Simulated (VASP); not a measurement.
The system is Hg2H.

```xyz
6
Lattice="0.0000 4.5282 4.5282 4.5282 0.0000 4.5282 4.5282 4.5282 0.0000" Properties=species:S:1:pos:R:3 pbc="T T T"
Hg    5.7143    7.8703    5.7143
Hg    7.8703    7.8703    7.8703
Hg    7.8703    5.7143    5.7143
Hg    5.7143    5.7143    7.8703
H     0.0000    0.0000    0.0000
H     2.2641    2.2641    2.2641
```

The cell was generated, and may not be a known phase.

| Property | Result |
| --- | --- |
| Program | VASP 6.6.1 |
| Task | relaxation of cell and atoms |
| Functional | PBE |
| Potentials or basis | VASP PAW PBE potentials, release 64 (Hg, H) |
| Cutoff | 600 eV |
| k mesh | 8 × 8 × 8 |
| Occupations | gaussian, width 0.1 eV |
| Spin | no spin polarisation |

At the start: pressure 0.6 GPa; volume 30.95 Å³/atom.

Task: How do energy, volume and symmetry change on relaxing?

Result: Over 3 steps the energy falls by 2.6 meV/atom and the volume is 32.26 Å³/atom (+4.2 %); space group F-43m (No. 216, to 0.1 Å) before and after.

Step by step:
```
step  energy change (eV)  largest force (eV/Å)  pressure (GPa)  volume (Å³)
   1              0.0000                0.0231            0.61       185.70
   2             -0.0096                0.0110            0.36       188.88
   3             -0.0154                0.0018            0.04       193.58
```

Final structure:
```
CELL_PARAMETERS angstrom
0.00000 4.59138 4.59138
4.59138 0.00000 4.59138
4.59138 4.59138 0.00000
ATOMIC_POSITIONS crystal
Hg 0.86921 0.39237 0.86921
Hg 0.86921 0.86921 0.86921
Hg 0.39237 0.86921 0.86921
Hg 0.86921 0.86921 0.39237
H 0.00000 0.00000 0.00000
H 0.25000 0.25000 0.25000
```
